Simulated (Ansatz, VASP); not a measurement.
**HgTe: VASP beside Ansatz**

Contents of INCAR:

```
PREC = Accurate
ENCUT = 520
EDIFF = 1E-6
ISMEAR = -1
SIGMA = 0.02
LREAL = F
LASPH = T
NELM = 80
ALGO = Normal
ISIF = 2
LWAVE = F
LCHARG = T
GGA = PE
LELF = T
LVHAR = T
NBANDS = 16
```

Contents of KPOINTS:

```
Automatic mesh
0
Gamma
  6 6 6
```

The input POSCAR:

```
HgTe
1.0
    0.0000000000      3.2891972812      3.2891972812
    3.2362412050      0.0000000000      3.2891972812
    3.2362412050      3.2891972812      0.0000000000
Hg Te
1 1
Direct
    0.0000000000      0.0000000000      0.0000000000
    0.2500000000      0.2500000000      0.2500000000
```

Input for Ansatz:

```yaml
crystal:
  lattice:
    - [0.0, 3.2891972812, 3.2891972812]
    - [3.236241205, 0.0, 3.2891972812]
    - [3.236241205, 3.2891972812, 0.0]
  atoms:
    - { symbol: Hg, position: [0.0, 0.0, 0.0] }
    - { symbol: Te, position: [0.25, 0.25, 0.25] }
kpoints:
  mp_grid: { grid: [6, 6, 6] }
  band_path:
    path:
      - [0.0, 0.0, 0.0]
      - [-0.5, -0.5, 0.0]
      - [-0.375, -0.375, 0.25]
      - [-0.375, 0.0, 0.375]
      - [0.0, 0.0, 0.5]
      - [-0.5, -0.25, 0.25]
      - [-0.015625, -0.015625, 0.0]
    npoints: 1
hamiltonian:
  xc: pbe
scf:
  occupations: { method: fermi_dirac, width: 0.02 }
  n_extra_bands: 4
output:
  forces: true
  stress: true
  eigenvalues: true
```

Change from the starting cell: uniaxial_x strain -1.6%.

Alike in both runs: task single point; functional PBE; k mesh 6 × 6 × 6; occupations fermi-dirac, width 0.02 eV; no spin polarisation.

|  | VASP | Ansatz |
| --- | --- | --- |
| version | VASP 6.6.1 | Ansatz 0.2.0 |
| potentials or method | VASP PAW PBE potentials, release 64 (Hg, Te) | plane waves, PAW |
| plane-wave cutoff (eV) | 520 | 420 |
| valence electrons in the cell | 18 | 36 |

|  | VASP | Ansatz | Ansatz less VASP |
| --- | --- | --- | --- |
| pressure (GPa) | 2.0 | 2.0 | -0.05 |
| traceless stress, the component that is largest in VASP (GPa) | 0.12 | 0.12 | 0.000 |

With one functional, cell and mesh, what is left measures potentials, basis and numerics. VASP's potentials hold 18 valence electrons a cell and Ansatz's 36, so a difference there can come from the potentials and not from the codes.

Spin-orbit coupling is off throughout.
